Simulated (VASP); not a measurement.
# Ti6O in VASP: a series of runs, part 2 of 2

VASP 6.6.1. Earlier steps stand in the parts before.

### Step 4. Single point, PBEsol

File INCAR:

```
PREC = Accurate
ENCUT = 520
EDIFF = 1E-6
ISMEAR = 0
SIGMA = 0.1
LREAL = F
LASPH = T
NELM = 100
ALGO = Normal
ISIF = 2
LWAVE = F
LCHARG = F
LDIPOL = T
IDIPOL = 3
DIPOL = 0.5 0.5 0.350
GGA = PS
NBANDS = 48
```

File KPOINTS:

```
regular mesh
0
Gamma
  9 6 1
```

File POSCAR:

```
Ti6O
1.0
    2.8999670177      0.0000000000      0.0000000000
    0.0000000000      4.5905806278      0.0000000000
    0.0000000000      0.0000000000     21.2062529549
Ti O
6 1
Direct
    0.0000000000      0.7500000000      0.1886236106
    0.5000000000      0.2500000000      0.2281000977
    0.5000000000      0.7500000000      0.3070530716
    0.0000000000      0.2500000000      0.3454090437
    0.0000000000      0.7500000000      0.4205530428
    0.5000000000      0.2500000000      0.4577071195
    1.0000000000      0.3500000000      0.5038459309
```

Potentials or basis: VASP PAW PBE potentials, release 64 (Ti_sv, O).

Command:

```
$ cat potpaw_PBE.64/Ti_sv/POTCAR potpaw_PBE.64/O/POTCAR > POTCAR
$ mpirun -np 1 vasp_std > vasp.out
```

OUTCAR:

```text
PREC = Accurate
   ENCUT = 520
   EDIFF = 1E-6
   ISMEAR = 0
   LREAL = F
   LASPH = T
   NELM = 100
   ISIF = 2
   GGA = PS

 ion  position               nearest neighbor table
   1  0.000  0.750  0.189-   2 2.84   2 2.84   2 2.84   2 2.84   3 2.90   3 2.90
   2  0.500  0.250  0.228-   3 2.84   3 2.84   1 2.84   1 2.84   1 2.84   1 2.84   4 2.88   4 2.88

   3  0.500  0.750  0.307-   5 2.81   5 2.81   4 2.83   4 2.83   4 2.83   4 2.83   2 2.84   2 2.84
                             1 2.90   1 2.90
   4  0.000  0.250  0.345-   6 2.79   6 2.79   5 2.79   5 2.79   3 2.83   3 2.83   3 2.83   3 2.83
                             2 2.88   2 2.88
   5  0.000  0.750  0.421-   4 2.79   4 2.79   3 2.81   3 2.81   6 2.83   6 2.83   6 2.83   6 2.83

   6  0.500  0.250  0.458-   7 1.81   7 1.81   4 2.79   4 2.79   5 2.83   5 2.83   5 2.83   5 2.83

   7  0.000  0.350  0.504-   6 1.81   6 1.81

  LATTYP: Found a simple orthorhombic cell.
 ALAT       =     2.8999670177
 B/A-ratio  =     1.5829768407
 C/A-ratio  =     7.3125841865

  Lattice vectors:

 A1 = (   2.8999670177,   0.0000000000,   0.0000000000)
 A2 = (   0.0000000000,   4.5905806278,   0.0000000000)
[... 195 lines left out ...]
      1     -56.4192      2.00000
      2     -56.3120      2.00000
      3     -56.1480      2.00000
      4     -56.0961      2.00000
      5     -56.0540      2.00000
      6     -55.9638      2.00000
[... 1009 lines left out ...]
     47       1.8835      0.00000
     48       2.1231      0.00000

------------------------ aborting loop because EDIFF is reached ----------------------------------------

 vacuum level on the upper side and lower side of the slab       (xc-potential included)         0.801        -0.905

  FORCE on cell =-STRESS in cart. coord.  units (eV):
  Direction    XX          YY          ZZ          XY          YZ          ZX
  --------------------------------------------------------------------------------------
  -------------------------------------------------------------------------------------
  Total        1.4683355     -0.3897841      1.6098041      0.0000000      1.2751295      0.0000000
  in kB        8.3331897     -2.2121273      9.1360610      0.0000000      7.2366951      0.0000000
  external PRESSURE =       5.0857078 kB  Pullay stress =       0.0000000 kB

 VOLUME and BASIS-vectors are now :
 -----------------------------------------------------------------------------
  energy-cutoff  :      520.00
  volume of cell :      282.31
      direct lattice vectors                 reciprocal lattice vectors
     2.899967018  0.000000000  0.000000000     0.344831508  0.000000000  0.000000000
     0.000000000  4.590580628  0.000000000     0.000000000  0.217837368  0.000000000
     0.000000000  0.000000000 21.206252955     0.000000000  0.000000000  0.047155903

 POSITION                                       TOTAL-FORCE (eV/Angst)
 -----------------------------------------------------------------------------------
      0.00000      3.44294      4.00000         0.000000      0.003932      0.286722
      1.44998      1.14765      4.83715         0.000000     -0.012516      0.057088
      1.44998      3.44294      6.51145         0.000000      0.115758     -0.286106
      0.00000      1.14765      7.32483         0.000000     -0.066063     -1.085714
      0.00000      3.44294      8.91835         0.000000     -0.917105      0.007354
      1.44998      1.14765      9.70625         0.000000      0.133752      0.932381
      0.00000      1.60670     10.68468         0.000000      0.742240      0.088275
 -----------------------------------------------------------------------------------
    total drift:                                0.000000     -0.000307      0.000884

  FREE ENERGIE OF THE ION-ELECTRON SYSTEM (eV)
  ---------------------------------------------------
  free  energy   TOTEN  =       -56.4724909649 eV

  energy  without entropy=      -56.4353629014  energy(sigma->0) =      -56.45392693

 vacuum level on the upper side and lower side of the slab         5.783         4.051
```

stdout:

```text
POSCAR found type information on POSCAR TiO
 POSCAR found :  2 types and       7 ions
 scaLAPACK will be used
 -----------------------------------------------------------------------------
|                                                                             |
|                                                                             |
|     You enforced a specific xc type in the INCAR file but a different       |
|     I HOPE YOU KNOW WHAT YOU ARE DOING!                                     |
|                                                                             |
 -----------------------------------------------------------------------------

 LDA part: xc-table for (Slater+PW92), standard interpolation
 POSCAR, INCAR and KPOINTS ok, starting setup
 FFT: planning ... GRIDC
 FFT: planning ... GRID_SOFT
 FFT: planning ... GRID
 WAVECAR not read
 entering main loop
```

It took 13 min on 1 thread of Intel Xeon 6975P-C (Granite Rapids), shared host; peak memory 0.43 GiB.

What came out:

```
Free energy            : -56.4725 eV
Largest force          : 1.088 eV/Å
Band gap on the k mesh : zero (band 39 reaches 0.61 eV, above the bottom of band 40 at 0.23 eV)
```

Forces in eV/Å, atoms in the order of the input:
```
Ti   0.000  0.004  0.287
Ti   0.000 -0.013  0.057
Ti   0.000  0.116 -0.286
Ti   0.000 -0.066 -1.086
Ti   0.000 -0.917  0.007
Ti   0.000  0.134  0.932
O    0.000  0.742  0.088
```

Caveat: the PAW data sets were made with another functional, which shifts forces and pressure a little.

### Step 5. Single point, PBEsol

File INCAR:

```
ALGO = Normal
DIPOL = 0.5 0.5 0.348
EDIFF = 1E-7
ENCUT = 520
GGA = PS
IDIPOL = 3
ISIF = 2
ISMEAR = 0
LASPH = True
LCHARG = False
LDIPOL = True
LREAL = False
LWAVE = False
NBANDS = 48
NELM = 60
PREC = Accurate
SIGMA = 0.1
```

File KPOINTS:

```
k-points
0
Gamma
  9 6 1
```

Changes to POSCAR since step 4:

```diff
@@ -14,2 +14,2 @@
     0.5000000000      0.2500000000      0.4577071195
-    1.0000000000      0.3500000000      0.5038459309
+    0.6666666667      0.7500000000      0.4889510024
```

Command:

```
$ cat potpaw_PBE.64/Ti_sv/POTCAR potpaw_PBE.64/O/POTCAR > POTCAR
$ mpirun -np 1 vasp_std > vasp.out
```

It took 11 min on 1 thread of Intel Xeon 6975P-C (Granite Rapids), shared host; peak memory 0.45 GiB.

The run converged. Its results:

```
Free energy            : -55.9913 eV
Largest force          : 2.921 eV/Å
Band gap on the k mesh : zero (band 39 reaches 1.38 eV, above the bottom of band 40 at 0.72 eV)
```

Forces in eV/Å, atoms in the order of the input:
```
Ti   0.019  0.000  0.370
Ti  -0.042  0.000  0.071
Ti   0.005  0.000 -0.683
Ti  -0.257  0.000  0.170
Ti   2.417  0.000 -0.379
Ti   0.777  0.000  0.343
O   -2.919  0.000  0.108
```

Levels at points of the mesh, in eV from the Fermi level:
```csv
k point,band 36,band 37,band 38,band 39,band 40,band 41,band 42,band 43
"(0.00, 0.00, 0.00)",-0.63,-0.49,0.13,0.37,0.40,0.56,0.69,0.83
"(0.00, 0.50, 0.00)",-0.68,-0.53,0.05,0.07,0.25,0.30,0.39,0.63
```

Caveat: the PAW data sets were made with another functional, which shifts forces and pressure a little.

### Step 6. Single point, PBEsol

File INCAR:

```
SYSTEM = Ti6O
  PREC = Accurate
  ENCUT = 520
  EDIFF = 1E-6
  ISMEAR = 0
  SIGMA = 0.1
  LREAL = .FALSE.
  LASPH = .TRUE.
  NELM = 100
  ALGO = Normal
  ISIF = 2
  LWAVE = .FALSE.
  LCHARG = .TRUE.
  LDIPOL = .TRUE.
  IDIPOL = 3
  DIPOL = 0.5 0.5 0.348
  GGA = PS
  LELF = .TRUE.
  LVHAR = .TRUE.
  LVACPOTAV = .TRUE.
  NBANDS = 48
```

File KPOINTS:

```
Automatic mesh
0
G
  9 6 1
  0 0 0
```

Changes to POSCAR since step 5:

```diff
@@ -14,2 +14,2 @@
     0.5000000000      0.2500000000      0.4577071195
-    0.6666666667      0.7500000000      0.4889510024
+    1.0000000000      0.5500000000      0.4920229497
```

Potentials or basis: VASP PAW PBE potentials, release 64 (Ti_sv, O).

Command:

```
$ cat potpaw_PBE.64/Ti_sv/POTCAR potpaw_PBE.64/O/POTCAR > POTCAR
$ mpirun -np 1 vasp_std > vasp.out
```

Wall time 8.6 min (1 thread of Intel Xeon 6975P-C (Granite Rapids), shared host); peak memory 0.44 GiB.

Results (log left out):

```yaml
Free_energy: -56.4474 eV
Largest_force: 2.073 eV/Å
Band_gap_on_the_k_mesh: zero (band 39 reaches 0.96 eV, above the bottom of band 40 at 0.58 eV)
```

Forces in eV/Å, atoms in the order of the input:
```
Ti   0.000  0.014  0.393
Ti   0.000 -0.066  0.036
Ti   0.000 -0.014 -0.847
Ti   0.000 -0.012 -0.644
Ti   0.000  0.856  0.265
Ti   0.000  1.292  0.674
O    0.000 -2.070  0.124
```

Levels at points of the mesh, in eV from the Fermi level:
| k point | band 35 | band 36 | band 37 | band 38 | band 39 | band 40 | band 41 | band 42 | band 43 | band 44 |
| --- | --- | --- | --- | --- | --- | --- | --- | --- | --- | --- |
| (0.00, 0.00, 0.00) | -1.34 | -0.57 | -0.53 | -0.11 | 0.20 | 0.48 | 0.59 | 0.82 | 0.89 | 1.01 |
| (0.00, 0.50, 0.00) | -0.74 | -0.71 | -0.56 | -0.14 | -0.02 | 0.18 | 0.26 | 0.42 | 0.74 | 0.76 |

Caveat: the PAW data sets were made with another functional, which shifts forces and pressure a little.
